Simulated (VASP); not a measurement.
# GaSb (Immm) in VASP: a series of runs

Runs on GaSb. Level: PBE. Tasks: single point.

All numbers are computed with VASP 6.6.1; they aren't measurements. Logs are shortened: lines on timing, memory, paths and dates and some standing lists are left out, and cuts for length are marked.

## Step 1: The cell of the first run

It takes space group Immm (No. 71, orthorhombic). Conventional cell: a = 3.211 Å, b = 5.189 Å, c = 5.766 Å, α = 90.00°, β = 90.00°, γ = 90.00°. Ga (site symmetry mmm) has 6 Sb at 2.88 to 3.05 Å and 2 Ga at 3.21 Å within 3.8 Å. Sb (site symmetry mmm) has 6 Ga at 2.88 to 3.05 Å and 2 Sb at 3.21 Å within 3.8 Å.

## Step 2: Single point, PBE

INCAR reads:

```
PREC = Accurate
ENCUT = 520
EDIFF = 1E-6
ISMEAR = 0
SIGMA = 0.15
LREAL = F
LASPH = T
NELM = 80
ALGO = Normal
ISIF = 2
LWAVE = F
LCHARG = F
GGA = PE
NBANDS = 16
```

KPOINTS reads:

```
regular mesh
0
Gamma
  12 12 12
```

POSCAR reads:

```
GaSb
1.0
   -1.6057051624      2.5946308848      2.8827850371
    1.6057051624     -2.5946308848      2.8827850371
    1.6057051624      2.5946308848     -2.8827850371
Ga Sb
1 1
Direct
    0.0000000000      0.0000000000      0.0000000000
    0.5000000000      0.5000000000      0.0000000000
```

Potentials or basis: VASP PAW PBE potentials, release 64 (Ga_d, Sb).

Launch:

```bash
$ cat potpaw_PBE.64/Ga_d/POTCAR potpaw_PBE.64/Sb/POTCAR > POTCAR
$ mpirun -np 1 vasp_std > vasp.out
```

OUTCAR:

```text
PREC = Accurate
   ENCUT = 520
   EDIFF = 1E-6
   ISMEAR = 0
   LREAL = F
   LASPH = T
   NELM = 80
   ISIF = 2
   GGA = PE

 ion  position               nearest neighbor table
   1  0.000  0.000  0.000-   2 2.88   2 2.88   2 3.05   2 3.05   2 3.05   2 3.05
   2  0.500  0.500  0.000-   1 2.88   1 2.88   1 3.05   1 3.05   1 3.05   1 3.05

  LATTYP: Found a body centered orthorhombic cell.
 ALAT       =     3.2114103248
 B/A-ratio  =     1.6158825079
 C/A-ratio  =     1.7953389605

  Lattice vectors:

 A1 = (  -1.6057051624,   2.5946308848,   2.8827850371)
 A2 = (   1.6057051624,  -2.5946308848,   2.8827850371)
 A3 = (   1.6057051624,   2.5946308848,  -2.8827850371)

Analysis of symmetry for initial positions (statically):
=====================================================================
 Subroutine PRICEL returns:
 Original cell was already a primitive cell.

 Routine SETGRP: Setting up the symmetry group for a
 body centered orthorhombic supercell.

 Subroutine GETGRP returns: Found  8 space group operations
 (whereof  8 operations were pure point group operations)
 out of a pool of  8 trial point group operations.

The static configuration has the point symmetry D_2h.

Analysis of symmetry for dynamics (positions and initial velocities):
=====================================================================
 Subroutine PRICEL returns:
 Original cell was already a primitive cell.

 Routine SETGRP: Setting up the symmetry group for a
 body centered orthorhombic supercell.

 Subroutine GETGRP returns: Found  8 space group operations
 (whereof  8 operations were pure point group operations)
 out of a pool of  8 trial point group operations.

The dynamic configuration has the point symmetry D_2h.

 Subroutine INISYM returns: Found  8 space group operations
 (whereof  8 operations are pure point group operations),
 and found     1 'primitive' translations

----------------------------------------------------------------------------------------

                                     Primitive cell

  volume of cell :      48.0412

  direct lattice vectors                    reciprocal lattice vectors
    -1.605705162  2.594630885  2.882785037     0.000000000  0.192705638  0.173443387
     1.605705162 -2.594630885  2.882785037     0.311389670  0.000000000  0.173443387
     1.605705162  2.594630885 -2.882785037     0.311389670  0.192705638  0.000000000

  length of vectors
     4.197719389  4.197719389  4.197719389     0.259264481  0.356435316  0.366195288

  position of ions in fractional coordinates (direct lattice)
     0.000000000  0.000000000  0.000000000
     0.500000000  0.500000000  0.000000000

  ion indices of the primitive-cell ions
   primitive index   ion index
                 1           1
                 2           2

----------------------------------------------------------------------------------------

 KPOINTS: regular mesh

Automatic generation of k-mesh.
 Grid dimensions read from file:
 generate k-points for:   12   12   12

 Generating k-lattice:

  Cartesian coordinates                     Fractional coordinates (reciprocal lattice)
     0.000000000  0.016058803  0.014453616     0.083333333  0.000000000 -0.000000000
     0.025949139  0.000000000  0.014453616     0.000000000  0.083333333  0.000000000
     0.025949139  0.016058803  0.000000000    -0.000000000  0.000000000  0.083333333

  Length of vectors
     0.021605373  0.029702943  0.030516274

  Shift w.r.t. Gamma in fractional coordinates (k-lattice)
     0.000000000  0.000000000  0.000000000

 Subroutine IBZKPT returns following result:
 ===========================================

 Found    280 irreducible k-points:

 Following reciprocal coordinates:
            Coordinates               Weight
  0.000000  0.000000  0.000000      1.000000
  0.083333  0.000000 -0.000000      4.000000
  0.166667  0.000000 -0.000000      4.000000
  0.250000  0.000000  0.000000      4.000000
  0.333333 -0.000000  0.000000      4.000000
  0.416667  0.000000 -0.000000      4.000000
[... 16 lines left out ...]
  0.250000  0.166667  0.000000      8.000000
  0.333333  0.166667  0.000000      8.000000
 [... further k-points ...]
   k-points           NKPTS =    280   k-points in BZ     NKDIM =    280   number of bands    NBANDS=     16
   number of dos      NEDOS =    301   number of ions     NIONS =      2
   total plane-waves  NPLWV =  32768
   dimension x,y,z NGX =    32 NGY =   32 NGZ =   32
   dimension x,y,z NGXF=    64 NGYF=   64 NGZF=   64
   ions per type =               1   1
   NGX,Y,Z   is equivalent  to a cutoff of  12.67, 12.67, 12.67 a.u.
   NGXF,Y,Z  is equivalent  to a cutoff of  25.35, 25.35, 25.35 a.u.
 SYSTEM =  unknown system
   PREC   = accura    normal or accurate (medium, high low for compatibility)
   ISTART =      0    job   : 0-new  1-cont  2-samecut
   ICHARG =      2    charge: 1-file 2-atom 10-const
   ISPIN  =      1    spin polarized calculation?
   LNONCOLLINEAR =      F non collinear calculations
   LSORBIT =      F    spin-orbit coupling
   LASPH  =      T    aspherical Exc in radial PAW
   ENCUT  =  520.0 eV  38.22 Ry    6.18 a.u.   7.80  7.80  7.80*2*pi/ulx,y,z
   NELM   =     80;   NELMIN=  2; NELMDL= -5     # of ELM steps
   EDIFF  = 0.1E-05   stopping-criterion for ELM
   LREAL  =      F    real-space projection
   EDIFFG = 0.1E-04   stopping-criterion for IOM
   NSW    =      0    number of steps for IOM
   IBRION =     -1    ionic relax: 0-MD 1-quasi-New 2-CG
   NFREE  =      0    steps in history (QN), initial steepest desc. (CG)
   ISIF   =      2    stress and relaxation
   ISYM   =      2    0-nonsym 1-usesym 2-fastsym
   POTIM  = 0.5000    time-step for ionic-motion
   TEBEG  =    0.0;   TEEND  =   0.0 temperature during run
   PSTRESS=    0.0 pullay stress
   NELECT =      18.0000    total number of electrons
   NUPDOWN=      -1.0000    fix difference up-down
   EMIN   =  10.00;   EMAX   =-10.00  energy-range for DOS
   EFERMI =   0.00;   METHOD = LEGACY
   ISMEAR =     0;   SIGMA  =   0.15  broadening in eV -4-tet -1-fermi 0-gaus
   EFERMI_NEDOS =   21; number of points for ismear=-14 and -15
   IALGO  =     38    algorithm
   IMIX   =      4    mixing-type and parameters
     AMIX     =   0.40;   BMIX     =  1.00
     AMIX_MAG =   1.60;   BMIX_MAG =  1.00
  volume/ion in A,a.u.               =      24.02       162.10
  Fermi-wavevector in a.u.,A,eV,Ry     =   1.180215  2.230283 18.951655  1.392907
  Thomas-Fermi vector in A             =   2.316511
   LORBIT       =      0    0 simple, 1 ext, 2 COOP (PROOUT), +10 PAW based schemes
   GGA     = PE    functional components
   LHFCALC =     F    Hartree Fock is set to
   AEXX    =    0.0000 exact exchange contribution
   IVDW    =     0    specifies the selected vdW correction
   LEPSILON=     F    determine dielectric tensor
   LRPA    =     F    only Hartree local field effects (RPA)
 non-spin polarized calculation
 Gauss-broadening in eV      SIGMA  =   0.15
  energy-cutoff  :      520.00
  volume of cell :       48.04
 maximum number of plane-waves:      1308
   NGX = 15   NGY = 15   NGZ = 15

 number of electron      18.0000007 magnetization

 Free energy of the ion-electron system (eV)
  ---------------------------------------------------
  ext. energy  EPLUGINS =         0.00000000
  ---------------------------------------------------
  free energy    TOTEN  =        -6.98483727 eV

  energy without entropy =       -6.97384620  energy(sigma->0) =       -6.97934174

 E-fermi :   6.5833     XC(G=0): -10.2613

 val. band max:        6.5800889259   @ k =  -0.1667   0.2500   0.1667
 cond. band min:       6.5870858465   @ k =   0.2500   0.1667   0.0833
 fundamental gap:      0.0069969207
 Fermi energy:         6.5832643452

 k-point     1 :       0.0000    0.0000    0.0000
  band No.  band energies     occupation
      1      -8.3269      2.00000
      2      -8.2492      2.00000
      3      -8.2468      2.00000
      4      -8.2434      2.00000
      5      -8.2111      2.00000
      6      -5.3498      2.00000
[... 8 lines left out ...]
     15      15.6638      0.00000
     16      16.3648      0.00000

 k-point     2 :       0.0833    0.0000   -0.0000
  band No.  band energies     occupation
      1      -8.3266      2.00000
      2      -8.2506      2.00000
      3      -8.2460      2.00000
      4      -8.2434      2.00000
      5      -8.2110      2.00000
      6      -5.2874      2.00000
[... 8 lines left out ...]
     15      15.8643      0.00000
     16      16.5646      0.00000

 k-point     3 :       0.1667    0.0000   -0.0000
  band No.  band energies     occupation
      1      -8.3257      2.00000
      2      -8.2542      2.00000
      3      -8.2437      2.00000
      4      -8.2434      2.00000
      5      -8.2104      2.00000
      6      -5.1026      2.00000
[... 8 lines left out ...]
     15      15.5709      0.00000
     16      17.1882      0.00000

 k-point     4 :       0.2500    0.0000    0.0000
  band No.  band energies     occupation
      1      -8.3247      2.00000
      2      -8.2592      2.00000
      3      -8.2435      2.00000
      4      -8.2407      2.00000
      5      -8.2096      2.00000
      6      -4.8047      2.00000
[... 8 lines left out ...]
     15      15.2674      0.00000
     16      16.5335      0.00000

 k-point     5 :       0.3333   -0.0000    0.0000
  band No.  band energies     occupation
      1      -8.3238      2.00000
      2      -8.2641      2.00000
      3      -8.2436      2.00000
      4      -8.2376      2.00000
      5      -8.2088      2.00000
      6      -4.4199      2.00000
[... 8 lines left out ...]
     15      15.2039      0.00000
     16      16.0415      0.00000

 k-point     6 :       0.4167    0.0000   -0.0000
  band No.  band energies     occupation
      1      -8.3233      2.00000
      2      -8.2676      2.00000
      3      -8.2438      2.00000
      4      -8.2355      2.00000
      5      -8.2081      2.00000
      6      -4.0259      2.00000
[... 8 lines left out ...]
     15      15.6973      0.00000
     16      16.8431      0.00000

 k-point     7 :       0.5000    0.0000    0.0000
  band No.  band energies     occupation
      1      -8.3231      2.00000
      2      -8.2689      2.00000
      3      -8.2438      2.00000
      4      -8.2347      2.00000
      5      -8.2079      2.00000
      6      -3.8307      2.00000
[... 8 lines left out ...]
     15      15.6073      0.00000
     16      18.8502      0.00000

 k-point     8 :       0.0000    0.0833    0.0000
  band No.  band energies     occupation
      1      -8.3188      2.00000
      2      -8.2500      2.00000
      3      -8.2479      2.00000
      4      -8.2451      2.00000
      5      -8.2143      2.00000
      6      -5.2217      2.00000
[... 8 lines left out ...]
     15      15.5911      0.00000
     16      16.5184      0.00000

 k-point     9 :       0.0833    0.0833   -0.0000
  band No.  band energies     occupation
      1      -8.3181      2.00000
      2      -8.2529      2.00000
      3      -8.2481      2.00000
      4      -8.2432      2.00000
      5      -8.2140      2.00000
      6      -5.1044      2.00000
[... 8 lines left out ...]
     15      15.8834      0.00000
     16      16.9595      0.00000
[... 172 lines left out ...]
 k-point    19 :      -0.0833    0.0833    0.0000
  band No.  band energies     occupation
      1      -8.3188      2.00000
      2      -8.2502      2.00000
      3      -8.2474      2.00000
      4      -8.2455      2.00000
      5      -8.2142      2.00000
      6      -5.2146      2.00000
[... 8 lines left out ...]
     15      15.5177      0.00000
     16      16.0435      0.00000

 k-point    20 :       0.0000    0.1667    0.0000
  band No.  band energies     occupation
      1      -8.2968      2.00000
      2      -8.2595      2.00000
      3      -8.2521      2.00000
      4      -8.2410      2.00000
      5      -8.2230      2.00000
      6      -4.8393      2.00000
[... 8 lines left out ...]
     15      14.2867      0.00000
     16      18.0446      0.00000

 k-point    21 :       0.0833    0.1667    0.0000
  band No.  band energies     occupation
      1      -8.2960      2.00000
      2      -8.2601      2.00000
      3      -8.2556      2.00000
      4      -8.2386      2.00000
      5      -8.2226      2.00000
      6      -4.6685      2.00000
[... 8 lines left out ...]
     15      14.9583      0.00000
     16      17.6132      0.00000

 k-point    22 :       0.1667    0.1667   -0.0000
  band No.  band energies     occupation
      1      -8.2949      2.00000
      2      -8.2614      2.00000
      3      -8.2596      2.00000
      4      -8.2359      2.00000
      5      -8.2220      2.00000
      6      -4.3836      2.00000
[... 8 lines left out ...]
     15      15.8590      0.00000
     16      16.8493      0.00000

 k-point    23 :       0.2500    0.1667    0.0000
  band No.  band energies     occupation
      1      -8.2937      2.00000
      2      -8.2653      2.00000
      3      -8.2608      2.00000
      4      -8.2334      2.00000
      5      -8.2216      2.00000
      6      -4.0089      2.00000
[... 8 lines left out ...]
     15      16.6963      0.00000
     16      17.0506      0.00000

 k-point    24 :       0.3333    0.1667    0.0000
  band No.  band energies     occupation
      1      -8.2929      2.00000
      2      -8.2689      2.00000
      3      -8.2609      2.00000
      4      -8.2317      2.00000
      5      -8.2213      2.00000
      6      -3.6136      2.00000
[... 8 lines left out ...]
     15      17.5046      0.00000
     16      17.9322      0.00000

 [... further k-points ...]
[... 5 lines left out ...]
  --------------------------------------------------------------------------------------
  -------------------------------------------------------------------------------------
  Total        0.0171569     -0.0417729      0.0806979     -0.0000000      0.0000000      0.0000000
  in kB        0.5721854     -1.3931312      2.6912829     -0.0000000      0.0000000      0.0000000
  external PRESSURE =       0.6234457 kB  Pullay stress =       0.0000000 kB

 VOLUME and BASIS-vectors are now :
 -----------------------------------------------------------------------------
  energy-cutoff  :      520.00
  volume of cell :       48.04
      direct lattice vectors                 reciprocal lattice vectors
    -1.605705162  2.594630885  2.882785037     0.000000000  0.192705638  0.173443387
     1.605705162 -2.594630885  2.882785037     0.311389670  0.000000000  0.173443387
     1.605705162  2.594630885 -2.882785037     0.311389670  0.192705638  0.000000000

 POSITION                                       TOTAL-FORCE (eV/Angst)
 -----------------------------------------------------------------------------------
      0.00000      0.00000      0.00000        -0.000000     -0.000000     -0.000000
      0.00000      0.00000      2.88279         0.000000      0.000000      0.000000
 -----------------------------------------------------------------------------------
    total drift:                                0.000000      0.000000      0.000000

  FREE ENERGIE OF THE ION-ELECTRON SYSTEM (eV)
  ---------------------------------------------------
  free  energy   TOTEN  =        -6.9848372698 eV

  energy  without entropy=       -6.9738462015  energy(sigma->0) =       -6.97934174
```

It took 1.7 min on 1 thread of AMD EPYC 9R45 (Zen 5), shared host; peak memory 0.32 GiB.

Results:

* Free energy: -6.9848 eV
* Pressure: 0.1 GPa
* Band gap on the k mesh: zero (bands 9 and 10 overlap by 5.23 eV)

Caveat: spin-orbit coupling is left out, which moves the levels of the heavy elements.

(Continued in part 2 of 2.)
